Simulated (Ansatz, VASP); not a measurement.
## Two plane-wave programs on Rb3Sn

Contents of INCAR:

```
  PREC = Accurate
  ENCUT = 520
  EDIFF = 1E-6
  ISMEAR = -1
  SIGMA = 0.05
  LREAL = False
  LASPH = True
  NELM = 100
  ALGO = Normal
  ISIF = 2
  LWAVE = False
  LCHARG = False
  GGA = PE
  NBANDS = 28
```

KPOINTS

```
Automatic mesh
0
Gamma
  5 5 5
```

File POSCAR:

```
Rb3Sn
1.0
    0.0000000000      4.7198881881      4.7198881881
    4.7198881881      0.0000000000      4.7198881881
    4.7198881881      4.7198881881      0.0000000000
Sn Rb
1 3
Direct
    0.0000000000      0.0000000000      0.0000000000
    0.5000000000      0.5000000000      0.5000000000
    0.7500000000      0.7500000000      0.7500000000
    0.2500000000      0.2500000000      0.2500000000
```

File input.yaml:

```yaml
crystal:
  lattice:
    - [0.0, 4.7198881881, 4.7198881881]
    - [4.7198881881, 0.0, 4.7198881881]
    - [4.7198881881, 4.7198881881, 0.0]
  atoms:
    - { symbol: Sn, position: [0.0, 0.0, 0.0] }
    - { symbol: Rb, position: [0.5, 0.5, 0.5] }
    - { symbol: Rb, position: [0.75, 0.75, 0.75] }
    - { symbol: Rb, position: [0.25, 0.25, 0.25] }
hamiltonian:
  xc: pbe
  pseudopotentials: { kind: paw }
kpoints:
  mp_grid: { grid: [5, 5, 5] }
scf:
  occupations: { method: fermi_dirac, width: 0.05 }
output:
  forces: true
  stress: true
  eigenvalues: true
  write_density: true
  write_potential: true
  elf: true
  volumetric_format: npy
```

Alike in both runs: task single point; functional PBE; k mesh 5 × 5 × 5; occupations fermi-dirac, width 0.05 eV; no spin polarisation.

|  | VASP | Ansatz |
| --- | --- | --- |
| version | VASP 6.6.1 | Ansatz 0.2.0 |
| potentials or method | VASP PAW PBE potentials, release 64 (Sn_d, Rb_sv) | Ansatz PAW |
| plane-wave cutoff (eV) | 520 | 420 |
| valence electrons in the cell | 41 | 41 |

|  | VASP | Ansatz | Ansatz less VASP |
| --- | --- | --- | --- |
| gap on the k mesh at the Fermi level (eV) | none | none | - |
| pressure (GPa) | -0.2 | -0.2 | +0.01 |

A gap of «none» marks a metal or a gap that the smearing closes.
